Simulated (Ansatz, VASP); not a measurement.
CaS: VASP beside Ansatz

```
CELL_PARAMETERS angstrom
-0.01391 2.77526 2.77526
2.77526 -0.01391 2.77526
2.77526 2.77526 -0.01391
ATOMIC_POSITIONS crystal
Ca 0.00000 0.00000 0.00000
S 0.50000 0.50000 0.50000
```

Change from the starting cell: equal xy, yz and zx engineering shears of -0.5 %.

Alike in both runs: task relaxation of the atoms; functional LDA; k mesh 6 × 6 × 6; no spin polarisation.

```csv
,VASP,Ansatz
version,VASP 6.6.1,Ansatz 0.2.0
potentials or method,"VASP PAW LDA potentials, release 64 (Ca_sv, S), cutoff 450 eV","all-electron LAPW, scalar-relativistic"
occupations,"gaussian, width 0.01 eV",fixed
```

|  | VASP | Ansatz | Ansatz less VASP |
| --- | --- | --- | --- |
| gap on the k mesh at the Fermi level, each at its own relaxed structure (eV) | 1.93 | 1.95 | +0.012 |

LDA's correlation is that of Perdew and Zunger in VASP and of Perdew and Wang (1992) in Ansatz. Ansatz ran all-electron here, and VASP with PAW potentials.

Noted on VASP's run: the relaxation stopped at its first step, so nothing moved.
